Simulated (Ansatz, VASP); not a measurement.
# MoS2: VASP beside Ansatz

```
Mo S
1.0
     1.59653    0.92176    6.07723
    -1.59653    0.92176    6.07723
     0.00000   -1.84351    6.07723
Mo S
1 2
Direct
  0.00000 0.00000 0.00000
  0.24743 0.24743 0.24743
  0.75257 0.75257 0.75257
```

Alike in both runs: task single point; functional PBE-based global hybrid; k mesh 4 × 4 × 4; occupations fermi-dirac, width 0.02 eV; no spin polarisation.

```csv
,VASP,Ansatz
version,VASP 6.6.1,Ansatz 0.2.0
potentials or method,"VASP PAW PBE potentials, release 64 (Mo_sv, S)",plane waves
plane-wave cutoff (eV),520,420
valence electrons in the cell,26,26
```

|  | VASP | Ansatz | Ansatz less VASP |
| --- | --- | --- | --- |
| pressure (GPa) | 0.9 | 1.1 | +0.20 |
| traceless stress, the component that is largest in VASP (GPa) | -0.99 | -0.84 | +0.147 |
| rms of the force components (eV/Å) | 0.094 | 0.086 | -0.0079 |

VASP's potentials were made for PBE, not for PBE-based global hybrid. Atom by atom the forces differ by 0.008 eV/Å (rms over components). With one functional, cell and mesh, what is left measures potentials, basis and numerics. Ansatz's warnings: filled band counts differ across k points, stress exchange threshold loose, stress scf threshold loose.

The k mesh is coarse, so the values compare programs but aren't converged.
